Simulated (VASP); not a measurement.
Wanted: the native input for a VASP 6.6.1 run.

| Item | Value |
| --- | --- |
| Task | single point |
| Functional | PBEsol |
| Potentials or basis | VASP PAW PBE potentials, release 64 (Zn, S) |
| Cutoff | 520 eV |
| k mesh | 9 × 9 × 2 |
| Occupations | gaussian, width 0.05 eV |
| Spin | no spin polarisation |
| Dipole correction | no |
| Further INCAR settings | ALGO = Normal; EDIFF = 1e-06; NBANDS = 66 |

The structure of ZnS lies in POSCAR:

```
ZnS
1.0
    3.7202335699      0.0000000000      0.0000000000
   -1.8601167849      3.2218167795      0.0000000000
    0.0000000000      0.0000000000     19.2295152993
Zn S
6 6
Direct
    0.0000000000      0.0000000000      0.0000277175
    0.0000000000      0.0000000000      0.5000277175
    0.3333333333      0.6666666667      0.1817880780
    0.6666666667      0.3333333333      0.6817880780
    0.6666666667      0.3333333333      0.3332753580
    0.3333333333      0.6666666667      0.8332753580
    0.0000000000      0.0000000000      0.1251125986
    0.0000000000      0.0000000000      0.6251125986
    0.3333333333      0.6666666667      0.2916367831
    0.6666666667      0.3333333333      0.7916367831
    0.6666666667      0.3333333333      0.4581259436
    0.3333333333      0.6666666667      0.9581259436
```

This cell differs from its parent crystal: atoms shifted along a free coordinate, c/a of the conventional cell at fixed volume 5.1689.

One way to write it, as run:

INCAR

```
PREC = Accurate ; ENCUT = 520
EDIFF = 1E-6 ; ISMEAR = 0
SIGMA = 0.05 ; LREAL = False
LASPH = True ; NELM = 100
ALGO = Normal ; ISIF = 2
LWAVE = False ; LCHARG = False
GGA = PS ; NBANDS = 66
```

KPOINTS

```
regular mesh
0
Gamma
  9 9 2
```

Potentials or basis: VASP PAW PBE potentials, release 64 (Zn, S).

Launch:

```sh
$ cat potpaw_PBE.64/Zn/POTCAR potpaw_PBE.64/S/POTCAR > POTCAR
$ mpirun -np 1 vasp_std > vasp.out
```

Results of the run:

```yaml
Pressure: 0.8 GPa
Largest_force: 2.976 eV/Å
Band_gap_on_the_k_mesh: 1.55 eV
```

Caveat: the PAW data sets were made with another functional, which shifts forces and pressure a little.

Wall time 13 min on 1 thread of Oxide Virtual Turin-like Processor, with other jobs on the host, peak memory 0.44 GiB.
